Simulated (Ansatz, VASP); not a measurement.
## One calculation of Rb, two programs

```
Rb
1.0
    -2.79500    2.79500    2.79500
     2.79500   -2.79500    2.79500
     2.79500    2.79500   -2.79500
Rb
1
Direct
  0.00000 0.00000 0.00000
```

Alike in both runs: task single point; functional PBEsol; k mesh 20 × 20 × 20; no spin polarisation.

|  | VASP | Ansatz |
| --- | --- | --- |
| version | VASP 6.6.1 | Ansatz 0.2.0 |
| potentials or method | VASP PAW PBE potentials, release 64 (Rb_sv) | plane-wave PAW, scalar-relativistic |
| plane-wave cutoff (eV) | 520 | 420 |
| occupations | methfessel-paxton of order 1, width 0.1 eV | cold, width 0.1 eV |
| valence electrons in the cell | 9 | 9 |

|  | VASP | Ansatz | Ansatz less VASP |
| --- | --- | --- | --- |
| pressure (GPa) | 0.0 | 0.0 | 0.00 |

VASP's potentials were made for PBE, not for PBEsol, and Ansatz warns of the same on its side.
